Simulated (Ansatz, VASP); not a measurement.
One calculation of SrPb, two programs

```
CELL_PARAMETERS angstrom
6.60971 0.00000 0.00000
-4.70492 4.64242 0.00000
0.00000 0.00000 4.64800
ATOMIC_POSITIONS crystal
Sr 0.86800 0.13200 0.25000
Sr 0.13200 0.86800 0.75000
Pb 0.57800 0.42200 0.25000
Pb 0.42200 0.57800 0.75000
```

Alike in both runs: task single point; functional LDA; k mesh 5 × 5 × 5; no spin polarisation.

|  | VASP | Ansatz |
| --- | --- | --- |
| version | VASP 6.6.1 | Ansatz 0.2.0 |
| potentials or method | VASP PAW LDA potentials, release 64 (Sr_sv, Pb_d) | plane waves, PAW |
| plane-wave cutoff (eV) | 520 | 420 |
| occupations | methfessel-paxton of order 1, width 0.1 eV | cold |
| valence electrons in the cell | 48 | 48 |

```tsv
	VASP	Ansatz	Ansatz less VASP
gap on the k mesh at the Fermi level (eV)	none	none	-
pressure (GPa)	-1.1	-1.2	-0.07
traceless stress, the component that is largest in VASP (GPa)	-0.34	-0.33	+0.004
rms of the force components (eV/Å)	0.220	0.214	-0.0054
```

LDA's correlation is that of Perdew and Zunger in VASP and of Perdew and Wang (1992) in Ansatz. Atom by atom the forces differ by 0.006 eV/Å (rms over components). A gap of «none» marks a metal or a gap that the smearing closes.

Neither program's run includes spin-orbit coupling.
